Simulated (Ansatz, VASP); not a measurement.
# BaS: VASP beside Ansatz

```
CELL_PARAMETERS angstrom
3.72411 0.00000 0.00000
0.00000 3.72411 0.00000
0.00000 0.00000 3.86040
ATOMIC_POSITIONS crystal
Ba 0.00000 0.00000 0.00000
S 0.50000 0.50000 0.50000
```

Change from the starting cell: epitaxial_xy strain -2.9%.

Alike in both runs: task single point; functional PBE; k mesh 6 × 6 × 6; occupations fermi-dirac, width 0.02 eV; no spin polarisation.

|  | VASP | Ansatz |
| --- | --- | --- |
| version | VASP 6.6.1 | Ansatz 0.2.0 |
| potentials or method | VASP PAW PBE potentials, release 64 (Ba_sv, S) | plane waves, PAW |
| plane-wave cutoff (eV) | 520 | 420 |
| valence electrons in the cell | 16 | 16 |

Ansatz gave:

| Quantity | Value |
| --- | --- |
| gap on the k mesh at the Fermi level (eV) | 1.36 |
| pressure (GPa) | 2.9 |
| traceless stress, the component that is largest in VASP (GPa) | -2.75 |

Problem. What did VASP give for the same quantities?

Solution. gap on the k mesh at the Fermi level (eV): 1.22; pressure (GPa): 4.1; traceless stress, the component that is largest in VASP (GPa): -2.78.

Neither program's run includes spin-orbit coupling.
